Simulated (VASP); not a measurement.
**Pt: single point with PBEsol+D4**

The system is Pt.

```
Pt
1.0
     0.00000    1.94974    1.94974
     1.94974    0.00000    1.94974
     1.94974    1.94974    0.00000
Pt
1
Cartesian
  0.0000 0.0000 0.0000
```

```yaml
Program: VASP 6.6.1
Task: single point
Functional: PBEsol
Dispersion: D4
Potentials_or_basis: VASP PAW PBE potentials, release 64 (Pt)
Cutoff: 520 eV
k_mesh: 12 × 12 × 12
Occupations: fermi-dirac, width 0.05 eV
Spin: no spin polarisation
Dipole_correction: no
Further_INCAR_settings: ALGO = Normal; EDIFF = 1e-06; NBANDS = 11
```

```json
{"Pressure": "-0.4 GPa", "Band gap on the k mesh": "zero (band 5 reaches 11.96 eV, above the bottom of band 6 at 9.66 eV)", "Dispersion energy per atom": "-0.458 eV"}
```

Levels at points of the mesh, in eV from the Fermi level:
| k point | band 1 | band 2 | band 3 | band 4 | band 5 | band 6 | band 7 | band 8 | band 9 | band 10 |
| --- | --- | --- | --- | --- | --- | --- | --- | --- | --- | --- |
| (0.00, 0.00, 0.00) | -10.52 | -3.93 | -3.93 | -3.93 | -1.69 | -1.69 | 14.55 | 19.60 | 19.60 | 19.60 |
| (0.50, 0.00, 0.00) | -7.58 | -3.99 | -3.99 | -0.65 | 0.03 | 0.03 | 5.92 | 14.10 | 19.03 | 19.03 |
| (0.50, 0.50, 0.00) | -7.32 | -6.85 | 0.01 | 0.50 | 0.50 | 1.65 | 9.00 | 11.36 | 11.36 | 20.28 |

It took 6.1 s on 1 thread of Intel(R) Xeon(R) Platinum 8488C (Sapphire Rapids), on a shared host, peak memory 0.14 GiB.

Caveat: the PAW data sets were made with another functional, which shifts forces and pressure a little; spin-orbit coupling is left out, which moves the levels of the heavy elements; pairwise dispersion overbinds metals, which lowers pressure and volume.
